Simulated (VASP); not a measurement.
# ScBPt3 (R-3m) in VASP: single point with PBE

Aim: the single point of ScBPt3 with PBE.

Everything below comes from runs of VASP 6.6.1. Logs are shortened: lines on timing, memory, paths and dates and some standing lists are left out, and cuts for length are marked.

### 1 The cell of the first run

Symmetry: R-3m, No. 166, trigonal system. Conventional cell: a = 5.864 Å, b = 5.864 Å, c = 7.757 Å, α = 90.00°, β = 90.00°, γ = 120.00°. Within 3.9 Å of Sc (site symmetry -3m) lie 12 Pt at 2.93 to 3.09 Å and 8 B at 3.62 to 3.88 Å. Within 2.8 Å of B (site symmetry -3m) lie 6 Pt at 2.13 Å. Pt (site symmetry 2/m) has 2 B at 2.13 Å within 2.8 Å.

### 2 Single point, PBE

INCAR

```
SYSTEM = ScBPt3
PREC = Accurate ; ENCUT = 520
EDIFF = 1E-6 ; ISMEAR = 0
SIGMA = 0.15 ; LREAL = .FALSE.
LASPH = .TRUE. ; NELM = 80
ALGO = Fast ; ISIF = 2
LWAVE = .FALSE. ; LCHARG = .TRUE.
GGA = PE ; LELF = .TRUE.
LVHAR = .TRUE. ; NBANDS = 30
```

KPOINTS

```
Automatic mesh
0
G
  12 12 12
  0 0 0
```

POSCAR

```
ScBPt3
1.0
    4.2573599692      0.1105807784      0.1105807784
    0.1105807784      4.2573599692      0.1105807784
    0.1105807784      0.1105807784      4.2573599692
Sc B Pt
1 1 3
Direct
    0.0000000000      0.0000000000      0.0000000000
    0.5000000000      0.5000000000      0.5000000000
    0.0000000000      0.5000000000      0.5000000000
    0.5000000000      0.5000000000      0.0000000000
    0.5000000000      0.0000000000      0.5000000000
```

Potentials or basis: VASP PAW PBE potentials, release 64 (Sc_sv, B, Pt).

Started as:

```bash
cat potpaw_PBE.64/Sc_sv/POTCAR potpaw_PBE.64/B/POTCAR potpaw_PBE.64/Pt/POTCAR > POTCAR
mpirun -np 1 vasp_std > vasp.out
```

OUTCAR:

```text
SYSTEM = ScBPt3
   PREC = Accurate
   ENCUT = 520
   EDIFF = 1E-6
   ISMEAR = 0
   LREAL = .FALSE.
   LASPH = .TRUE.
   NELM = 80
   ISIF = 2
   GGA = PE

 ion  position               nearest neighbor table
   1  0.000  0.000  0.000-   3 2.93   5 2.93   3 2.93   4 2.93   4 2.93   5 2.93   3 3.09   3 3.09
                             4 3.09   5 3.09   5 3.09   4 3.09
   2  0.500  0.500  0.500-   3 2.13   4 2.13   5 2.13   4 2.13   5 2.13   3 2.13
   3  0.000  0.500  0.500-   2 2.13   2 2.13   4 2.93   1 2.93   5 2.93   1 2.93   4 2.93   5 2.93
                             1 3.09   4 3.09   5 3.09   1 3.09   4 3.09   5 3.09
   4  0.500  0.500  0.000-   2 2.13   2 2.13   3 2.93   5 2.93   1 2.93   5 2.93   1 2.93   3 2.93
                             3 3.09   5 3.09   5 3.09   1 3.09   3 3.09   1 3.09
   5  0.500  0.000  0.500-   2 2.13   2 2.13   4 2.93   1 2.93   3 2.93   4 2.93   1 2.93   3 2.93
                             3 3.09   4 3.09   4 3.09   1 3.09   1 3.09   3 3.09

  LATTYP: Found a trigonal (rhomboedric) cell.
 ALAT       =     4.2602312290
 COS(alpha) =     0.0525517938

  Lattice vectors:

 A1 = (   4.2573599692,   0.1105807784,   0.1105807784)
 A2 = (   0.1105807784,   4.2573599692,   0.1105807784)
 A3 = (   0.1105807784,   0.1105807784,   4.2573599692)

Analysis of symmetry for initial positions (statically):
=====================================================================
 Subroutine PRICEL returns:
 Original cell was already a primitive cell.

 Routine SETGRP: Setting up the symmetry group for a
 trigonal (rhombohedral) supercell.

 Subroutine GETGRP returns: Found 12 space group operations
 (whereof 12 operations were pure point group operations)
 out of a pool of 12 trial point group operations.

The static configuration has the point symmetry D_3d.

Analysis of symmetry for dynamics (positions and initial velocities):
=====================================================================
 Subroutine PRICEL returns:
 Original cell was already a primitive cell.

 Routine SETGRP: Setting up the symmetry group for a
 trigonal (rhombohedral) supercell.

 Subroutine GETGRP returns: Found 12 space group operations
 (whereof 12 operations were pure point group operations)
 out of a pool of 12 trial point group operations.

The dynamic configuration has the point symmetry D_3d.

 Subroutine INISYM returns: Found 12 space group operations
 (whereof 12 operations are pure point group operations),
 and found     1 'primitive' translations

----------------------------------------------------------------------------------------

                                     Primitive cell

  volume of cell :      77.0117

  direct lattice vectors                    reciprocal lattice vectors
     4.257359969  0.110580778  0.110580778     0.235196666 -0.005954346 -0.005954346
     0.110580778  4.257359969  0.110580778    -0.005954346  0.235196666 -0.005954346
     0.110580778  0.110580778  4.257359969    -0.005954346 -0.005954346  0.235196666

  length of vectors
     4.260231229  4.260231229  4.260231229     0.235347361  0.235347361  0.235347361

  position of ions in fractional coordinates (direct lattice)
     0.000000000  0.000000000  0.000000000
     0.500000000  0.500000000  0.500000000
     1.000000000  0.500000000  0.500000000
     0.500000000  0.500000000  0.000000000
     0.500000000  1.000000000  0.500000000

  ion indices of the primitive-cell ions
   primitive index   ion index
                 1           1
                 2           2
                 3           3
                 4           4
                 5           5

----------------------------------------------------------------------------------------

 KPOINTS: Automatic mesh

Automatic generation of k-mesh.
 Grid dimensions read from file:
 generate k-points for:   12   12   12

 Generating k-lattice:

  Cartesian coordinates                     Fractional coordinates (reciprocal lattice)
     0.019599722 -0.000496195 -0.000496195     0.083333333  0.000000000  0.000000000
    -0.000496195  0.019599722 -0.000496195     0.000000000  0.083333333  0.000000000
    -0.000496195 -0.000496195  0.019599722     0.000000000  0.000000000  0.083333333

  Length of vectors
     0.019612280  0.019612280  0.019612280

  Shift w.r.t. Gamma in fractional coordinates (k-lattice)
     0.000000000  0.000000000  0.000000000

 Subroutine IBZKPT returns following result:
 ===========================================

 Found    189 irreducible k-points:

 Following reciprocal coordinates:
            Coordinates               Weight
  0.000000  0.000000  0.000000      1.000000
  0.083333  0.000000  0.000000      6.000000
  0.166667  0.000000  0.000000      6.000000
  0.250000 -0.000000  0.000000      6.000000
  0.333333 -0.000000 -0.000000      6.000000
  0.416667  0.000000  0.000000      6.000000
[... 16 lines left out ...]
  0.500000  0.166667 -0.000000     12.000000
 -0.416667  0.166667 -0.000000     12.000000
 [... further k-points ...]
   k-points           NKPTS =    189   k-points in BZ     NKDIM =    189   number of bands    NBANDS=     30
   number of dos      NEDOS =    301   number of ions     NIONS =      5
   total plane-waves  NPLWV =  32768
   dimension x,y,z NGX =    32 NGY =   32 NGZ =   32
   dimension x,y,z NGXF=    64 NGYF=   64 NGZF=   64
   ions per type =               1   1   3
   NGX,Y,Z   is equivalent  to a cutoff of  12.49, 12.49, 12.49 a.u.
   NGXF,Y,Z  is equivalent  to a cutoff of  24.97, 24.97, 24.97 a.u.
 SYSTEM =  ScBPt3
   PREC   = accura    normal or accurate (medium, high low for compatibility)
   ISTART =      0    job   : 0-new  1-cont  2-samecut
   ICHARG =      2    charge: 1-file 2-atom 10-const
   ISPIN  =      1    spin polarized calculation?
   LNONCOLLINEAR =      F non collinear calculations
   LSORBIT =      F    spin-orbit coupling
   LASPH  =      T    aspherical Exc in radial PAW
   ENCUT  =  520.0 eV  38.22 Ry    6.18 a.u.   7.92  7.92  7.92*2*pi/ulx,y,z
   NELM   =     80;   NELMIN=  2; NELMDL= -5     # of ELM steps
   EDIFF  = 0.1E-05   stopping-criterion for ELM
   LREAL  =      F    real-space projection
   EDIFFG = 0.1E-04   stopping-criterion for IOM
   NSW    =      0    number of steps for IOM
   IBRION =     -1    ionic relax: 0-MD 1-quasi-New 2-CG
   NFREE  =      0    steps in history (QN), initial steepest desc. (CG)
   ISIF   =      2    stress and relaxation
   ISYM   =      2    0-nonsym 1-usesym 2-fastsym
   POTIM  = 0.5000    time-step for ionic-motion
   TEBEG  =    0.0;   TEEND  =   0.0 temperature during run
   PSTRESS=    0.0 pullay stress
   NELECT =      44.0000    total number of electrons
   NUPDOWN=      -1.0000    fix difference up-down
   EMIN   =  10.00;   EMAX   =-10.00  energy-range for DOS
   EFERMI =   0.00;   METHOD = LEGACY
   ISMEAR =     0;   SIGMA  =   0.15  broadening in eV -4-tet -1-fermi 0-gaus
   EFERMI_NEDOS =   21; number of points for ismear=-14 and -15
   IALGO  =     68    algorithm
   IMIX   =      4    mixing-type and parameters
     AMIX     =   0.40;   BMIX     =  1.00
     AMIX_MAG =   1.60;   BMIX_MAG =  1.00
  volume/ion in A,a.u.               =      15.40       103.94
  Fermi-wavevector in a.u.,A,eV,Ry     =   1.358439  2.567078 25.107610  1.845357
  Thomas-Fermi vector in A             =   2.485272
   LORBIT       =      0    0 simple, 1 ext, 2 COOP (PROOUT), +10 PAW based schemes
   GGA     = PE    functional components
   LHFCALC =     F    Hartree Fock is set to
   AEXX    =    0.0000 exact exchange contribution
   IVDW    =     0    specifies the selected vdW correction
   LEPSILON=     F    determine dielectric tensor
   LRPA    =     F    only Hartree local field effects (RPA)
 non-spin polarized calculation
 RMM-DIIS sequential band-by-band and
 Gauss-broadening in eV      SIGMA  =   0.15
  energy-cutoff  :      520.00
  volume of cell :       77.01
 maximum number of plane-waves:      2093
   NGX = 15   NGY = 15   NGZ = 15

 number of electron      44.0000015 magnetization

 Free energy of the ion-electron system (eV)
  ---------------------------------------------------
  ext. energy  EPLUGINS =         0.00000000
  ---------------------------------------------------
  free energy    TOTEN  =       -34.51745259 eV

  energy without entropy =      -34.47467085  energy(sigma->0) =      -34.49606172

 E-fermi :   8.8510     XC(G=0): -12.1895

 val. band max:        8.8495148521   @ k =  -0.4167  -0.4167   0.3333
 cond. band min:       8.8603616110   @ k =   0.5000   0.5000   0.3333
 fundamental gap:      0.0108467589
 Fermi energy:         8.8510148226

 k-point     1 :       0.0000    0.0000    0.0000
  band No.  band energies     occupation
      1     -41.8542      2.00000
      2     -20.4389      2.00000
      3     -20.4389      2.00000
      4     -20.4197      2.00000
      5      -3.2479      2.00000
      6       1.7101      2.00000
[... 22 lines left out ...]
     29      13.3191      0.00000
     30      14.0224      0.00000

 k-point     2 :       0.0833    0.0000    0.0000
  band No.  band energies     occupation
      1     -41.8542      2.00000
      2     -20.4398      2.00000
      3     -20.4390      2.00000
      4     -20.4201      2.00000
      5      -3.1915      2.00000
      6       1.7648      2.00000
[... 22 lines left out ...]
     29      13.3251      0.00000
     30      13.8993      0.00000

 k-point     3 :       0.1667    0.0000    0.0000
  band No.  band energies     occupation
      1     -41.8540      2.00000
      2     -20.4426      2.00000
      3     -20.4393      2.00000
      4     -20.4211      2.00000
      5      -3.0275      2.00000
      6       1.9224      2.00000
[... 22 lines left out ...]
     29      13.2319      0.00000
     30      13.4473      0.00000

 k-point     4 :       0.2500   -0.0000    0.0000
  band No.  band energies     occupation
      1     -41.8538      2.00000
      2     -20.4466      2.00000
      3     -20.4398      2.00000
      4     -20.4223      2.00000
      5      -2.7737      2.00000
      6       2.1507      2.00000
[... 22 lines left out ...]
     29      12.9707      0.00000
     30      13.3954      0.00000

 k-point     5 :       0.3333   -0.0000   -0.0000
  band No.  band energies     occupation
      1     -41.8536      2.00000
      2     -20.4508      2.00000
      3     -20.4403      2.00000
      4     -20.4233      2.00000
      5      -2.4700      2.00000
      6       2.2348      2.00000
[... 22 lines left out ...]
     29      12.5880      0.00000
     30      13.7198      0.00000
[... 526 lines left out ...]
     29      12.6325      0.00000
     30      13.4181      0.00000

 k-point    22 :       0.4167    0.1667   -0.0000
  band No.  band energies     occupation
      1     -41.8533      2.00000
      2     -20.4525      2.00000
      3     -20.4427      2.00000
      4     -20.4254      2.00000
      5      -1.9918      2.00000
      6       1.7235      2.00000
[... 22 lines left out ...]
     29      12.6881      0.00000
     30      13.2553      0.00000

 k-point    23 :       0.5000    0.1667   -0.0000
  band No.  band energies     occupation
      1     -41.8532      2.00000
      2     -20.4541      2.00000
      3     -20.4429      2.00000
      4     -20.4254      2.00000
      5      -1.8563      2.00000
      6       1.5057      2.00000
[... 22 lines left out ...]
     29      12.8222      0.00000
     30      13.1440      0.00000

 k-point    24 :      -0.4167    0.1667   -0.0000
  band No.  band energies     occupation
      1     -41.8533      2.00000
      2     -20.4538      2.00000
      3     -20.4429      2.00000
      4     -20.4250      2.00000
      5      -1.9599      2.00000
      6       1.6948      2.00000
[... 22 lines left out ...]
     29      12.9619      0.00000
     30      13.1144      0.00000

 [... further k-points ...]

------------------------ aborting loop because EDIFF is reached ----------------------------------------

  FORCE on cell =-STRESS in cart. coord.  units (eV):
  Direction    XX          YY          ZZ          XY          YZ          ZX
  --------------------------------------------------------------------------------------
  -------------------------------------------------------------------------------------
  Total       -0.0296098     -0.0296098     -0.0296098      0.9190200      0.9190200      0.9190200
  in kB       -0.6160118     -0.6160118     -0.6160118     19.1196108     19.1196108     19.1196108
  external PRESSURE =      -0.6160118 kB  Pullay stress =       0.0000000 kB

 VOLUME and BASIS-vectors are now :
 -----------------------------------------------------------------------------
  energy-cutoff  :      520.00
  volume of cell :       77.01
      direct lattice vectors                 reciprocal lattice vectors
     4.257359969  0.110580778  0.110580778     0.235196666 -0.005954346 -0.005954346
     0.110580778  4.257359969  0.110580778    -0.005954346  0.235196666 -0.005954346
     0.110580778  0.110580778  4.257359969    -0.005954346 -0.005954346  0.235196666

 POSITION                                       TOTAL-FORCE (eV/Angst)
 -----------------------------------------------------------------------------------
      0.00000      0.00000      0.00000        -0.000000      0.000000     -0.000000
      2.23926      2.23926      2.23926        -0.000000      0.000000     -0.000000
      0.11058      2.18397      2.18397        -0.000000     -0.000000      0.000000
      2.18397      2.18397      0.11058         0.000000     -0.000000     -0.000000
      2.18397      0.11058      2.18397         0.000000      0.000000     -0.000000
 -----------------------------------------------------------------------------------
    total drift:                               -0.000000     -0.000000     -0.000000

  FREE ENERGIE OF THE ION-ELECTRON SYSTEM (eV)
  ---------------------------------------------------
  free  energy   TOTEN  =       -34.5174525920 eV

  energy  without entropy=      -34.4746708495  energy(sigma->0) =      -34.49606172
```

Wall time 10 min (1 thread of Intel Xeon 8259CL, shared host); peak memory 0.5 GiB.

What came out:

| Property | Result |
| --- | --- |
| Free energy | -34.5175 eV |
| Pressure | -0.1 GPa |
| Band gap on the k mesh | zero (bands 22 and 23 overlap by 1.22 eV) |

Stress tensor (GPa, compression positive):
```
-0.06  1.91  1.91
 1.91 -0.06  1.91
 1.91  1.91 -0.06
```

Levels at points of the mesh, in eV from the Fermi level:
```tsv
k point	band 20	band 21	band 22	band 23	band 24	band 25
(0.00, 0.00, 0.00)	-1.32	-1.14	-1.14	-0.94	1.37	1.37
(0.50, 0.00, 0.00)	-2.32	-1.14	0.13	0.36	1.17	1.33
(0.50, 0.50, 0.00)	-2.31	-1.70	-0.78	0.05	0.80	0.99
(0.50, 0.50, 0.50)	-1.06	-1.04	-0.50	-0.50	-0.39	0.53
```

Caveat: spin-orbit coupling is left out, which moves the levels of the heavy elements.
